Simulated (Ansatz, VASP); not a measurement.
Two plane-wave programs on Si16C

```xyz
17
Lattice="0.0000 5.4300 5.4300 5.4300 0.0000 5.4300 5.4300 5.4300 0.0000" Properties=species:S:1:pos:R:3 pbc="T T T"
Si   -0.1032   -0.1046   -0.1288
Si    0.9904    0.9897    1.6430
Si    2.4709    2.4712    0.7026
Si    4.0301    4.0291    1.3597
Si    2.8344   -0.0106    2.6332
Si    4.1195    1.4105    3.9849
Si    5.4835    2.7004    2.5800
Si    6.9517    3.9572    3.8620
Si   -0.0113    2.8323    2.6346
Si    1.4111    4.1186    3.9831
Si    2.7012    5.4837    2.5793
Si    3.9556    6.9513    3.8639
Si    2.7228    2.7227    5.3315
Si    4.1283    4.1273    6.5889
Si    5.4487    5.4481    5.1480
Si    6.7559    6.7562    6.6031
C     7.8776    7.8785    9.7917
```

Alike in both runs: functional PBEsol; k mesh 2 × 2 × 2; occupations fermi-dirac, width 0.02 eV; collinear spin.

Ansatz relaxed the structure, and its values are those at the end. VASP's run is a single point on that final structure, the one shown.

```csv
,VASP,Ansatz
version,VASP 6.6.1,Ansatz 0.2.0
potentials or method,"VASP PAW PBE potentials, release 64 (Si, C), cutoff 520 eV","scalar-relativistic, plane waves, PAW"
valence electrons in the cell,68,68
```

```csv
,VASP,Ansatz,Ansatz less VASP
rms of the force components (eV/Å),0.020,0.019,-0.0008
net moment per atom (μB),0.00,0.00,0.000
```

VASP's potentials were made for PBE, not for PBEsol, and Ansatz warns of the same on its side. With one functional, cell and mesh, what is left measures potentials, basis and numerics. Ansatz's warnings: filled band counts differ across k points, seeded moment not kept.

The k mesh is coarse, so the values compare programs but aren't converged.
